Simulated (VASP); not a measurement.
Wanted: the native input for a VASP 6.6.1 run.

```yaml
Task: electric field gradients
Functional: PBE
Potentials_or_basis: VASP PAW PBE potentials, release 64 (Sn_d, Se)
Cutoff: 520 eV
k_mesh: 12 × 12 × 12
Occupations: fermi-dirac, width 0.05 eV
Spin: no spin polarisation
Dipole_correction: no
Further_INCAR_settings: ALGO = Normal; EDIFF = 1e-08; NBANDS = 17
```

The structure of SnSe (zincblende type) lies in POSCAR:

```
SnSe
1.0
    0.0000000000      3.4224799562      3.4224799562
    3.4224799562      0.0000000000      3.4224799562
    3.4224799562      3.4224799562      0.0000000000
Sn Se
1 1
Direct
    0.0000000000      0.0000000000      0.0000000000
    0.2500000000      0.2500000000      0.2500000000
```

One way to write it, as run:

INCAR

```
PREC     = Accurate       # precision mode
ENCUT    = 520            # plane-wave cutoff, eV
EDIFF    = 1E-8           # SCF threshold, eV
ISMEAR   = -1             # smearing method
SIGMA    = 0.05           # smearing width, eV
LREAL    = False          # projectors in reciprocal space
LASPH    = True           # aspherical terms in the spheres
NELM     = 100            # most SCF steps
ALGO     = Normal         # electronic algorithm
ISIF     = 2              # what is computed and relaxed
LWAVE    = False          # write WAVECAR
LCHARG   = False          # write CHGCAR
GGA      = PE             # functional
LEFG     = True         
NBANDS   = 17             # bands
```

KPOINTS

```
Automatic mesh
0
Gamma
  12 12 12
```

Potentials or basis: VASP PAW PBE potentials, release 64 (Sn_d, Se).

The run is started by

```sh
$ cat potpaw_PBE.64/Sn_d/POTCAR potpaw_PBE.64/Se/POTCAR > POTCAR
$ mpirun -np 1 vasp_std > vasp.out
```

It gave:

- Pressure: -0.9 GPa
- Band gap on the k mesh: 0.14 eV (least direct gap 0.73 eV)
- Largest electric field gradient by atom: zero within the noise of the run

Caveat: spin-orbit coupling is left out, which moves the levels of the heavy elements.

It took 38 s on 1 thread of Intel(R) Xeon(R) 6975P-C (Granite Rapids), with other jobs on the host, peak memory 0.26 GiB.
